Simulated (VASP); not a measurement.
Input of a VASP 6.6.1 run:

File POSCAR:

```
Fe
1.0
    0.0000000000      1.8393483338      1.8614817030
    1.4194243425      0.0000000000      1.8614817030
    1.4194243425      1.8393483338      0.0000000000
Fe
1
Direct
    0.0000000000      0.0000000000      0.0000000000
```

File INCAR.step1:

```
ALGO = Normal ; EDIFF = 1E-4
ENCUT = 520 ; GGA = PE
ISMEAR = -1 ; ISPIN = 2
LASPH = T ; LCHARG = F
LMAXMIX = 4 ; LREAL = F
LWAVE = T ; MAGMOM = 3
NBANDS = 14 ; NELM = 150
PREC = Accurate ; SIGMA = 0.1
```

INCAR.step2

```
ALGO = Normal ; EDIFF = 1E-6
ENCUT = 520 ; ISIF = 2
ISMEAR = -1 ; ISPIN = 2
ISTART = 1 ; LASPH = T
LCHARG = F ; LMAXMIX = 4
LMIXTAU = T ; LORBIT = 11
LREAL = F ; LWAVE = F
MAGMOM = 3 ; METAGGA = R2SCAN
NBANDS = 14 ; NELM = 150
PREC = Accurate ; SIGMA = 0.1
```

Contents of KPOINTS:

```
k-points
0
Gamma
  14 14 14
```

Potentials or basis: VASP PAW PBE potentials, release 64 (Fe).

Launch:

```console
$ cat potpaw_PBE.64/Fe/POTCAR > POTCAR
$ cp INCAR.step1 INCAR
$ mpirun -np 1 vasp_std > vasp.out
$ cp INCAR.step2 INCAR
$ mpirun -np 1 vasp_std > vasp.out
```

Question: What does it give for the site moments?

Answer: Fe +2.24 μB.

Question: What does it give for the net moment?

Answer: 2.24 μB per cell.

Stress tensor (GPa, compression positive):
```
37.26  0.00  0.00
 0.00 52.24  0.00
 0.00  0.00 49.10
```

Caveat: the PAW data sets were made with another functional, which shifts forces and pressure a little.
